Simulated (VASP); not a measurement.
Wanted: the native input for a VASP 6.6.1 run.

- Task: single point
- Functional: PBE
- Potentials or basis: VASP PAW PBE potentials, release 64 (Cd)
- Cutoff: 520 eV
- k mesh: 21 × 21 × 21
- Occupations: gaussian, width 0.15 eV
- Spin: no spin polarisation
- Dipole correction: no
- Further INCAR settings: ALGO = Normal; EDIFF = 1e-06; NBANDS = 12

The structure of Cd lies in POSCAR:

```
Cd
1.0
    1.7321968933      1.0000843426      2.1107319048
   -1.7321968933      1.0000843426      2.1107319048
    0.0000000000     -2.0001686853      2.1107319048
Cd
1
Direct
    0.0000000000      0.0000000000      0.0000000000
```

This cell differs from its parent crystal: ratio of the length along z to the lengths across it x 0.8, volume and fractional coordinates fixed.

The input as run:

INCAR

```
PREC     = Accurate       # precision mode
ENCUT    = 520            # plane-wave cutoff, eV
EDIFF    = 1E-6           # SCF threshold, eV
ISMEAR   = 0              # smearing method
SIGMA    = 0.15           # smearing width, eV
LREAL    = False          # projectors in reciprocal space
LASPH    = True           # aspherical terms in the spheres
NELM     = 100            # most SCF steps
ALGO     = Normal         # electronic algorithm
ISIF     = 2              # what is computed and relaxed
LWAVE    = False          # write WAVECAR
LCHARG   = True           # write CHGCAR
GGA      = PE             # functional
LELF     = True           # ELF
LVHAR    = True         
NBANDS   = 12             # bands
```

KPOINTS

```
regular mesh
0
Gamma
  21 21 21
```

Potentials or basis: VASP PAW PBE potentials, release 64 (Cd).

Run with:

```console
$ cat potpaw_PBE.64/Cd/POTCAR > POTCAR
$ mpirun -np 1 vasp_std > vasp.out
```

It gave:

The pressure is 6.1 GPa. The band gap on the k mesh is zero (band 6 reaches 4.47 eV, above the bottom of band 7 at 0.63 eV).

It took 45 s on 1 thread of Intel(R) Xeon(R) 6975P-C (Granite Rapids), with other jobs on the host, peak memory 0.33 GiB.
